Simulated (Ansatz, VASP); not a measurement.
One calculation of Cu12CO, two programs

```xyz
14
Lattice="5.0394 0.0000 0.0000 -2.5197 4.3642 0.0000 0.0000 0.0000 22.8722" Properties=species:S:1:pos:R:3 pbc="T T T"
Cu    1.2598    0.7274    4.0000
Cu    0.0000    2.9095    4.0000
Cu    3.7795    0.7274    4.0000
Cu    2.5197    2.9095    4.0000
Cu    0.0000    1.4547    6.0611
Cu   -1.2598    3.6369    6.0611
Cu    2.5197    1.4547    6.0611
Cu    1.2598    3.6369    6.0611
Cu    0.0000    0.0000    8.1222
Cu   -1.2598    2.1821    8.1222
Cu    2.5197    0.0000    8.1222
Cu    1.2598    2.1821    8.1222
O    -0.4199    0.7274   11.7222
C    -0.4199    0.7274   12.8722
```

Alike in both runs: task single point; functional PBE; dispersion D3(BJ); k mesh 6 × 6 × 1; occupations gaussian, width 0.1 eV; no spin polarisation.

```csv
,VASP,Ansatz
version,VASP 6.6.1,Ansatz 0.2.0
potentials or method,"VASP PAW PBE potentials, release 64 (Cu, O, C), cutoff 520 eV","scalar-relativistic, plane waves, PAW"
valence electrons in the cell,142,238
```

VASP gave:

* gap on the k mesh at the Fermi level (eV): none
* rms of the force components (eV/Å): 0.158

Task: Estimate Ansatz's values.

Result: gap on the k mesh at the Fermi level (eV): none; rms of the force components (eV/Å): 0.341.

Atom by atom the forces differ by 0.184 eV/Å (rms over components). A gap of «none» marks a metal or a gap that the smearing closes. One of these differences is far larger than is usual between the two programs; its cause wasn't traced. VASP's potentials hold 142 valence electrons a cell and Ansatz's 238, so a difference there can come from the potentials and not from the codes.

Noted on VASP's run: the standard files for N, O and F lose accuracy on very short bonds.
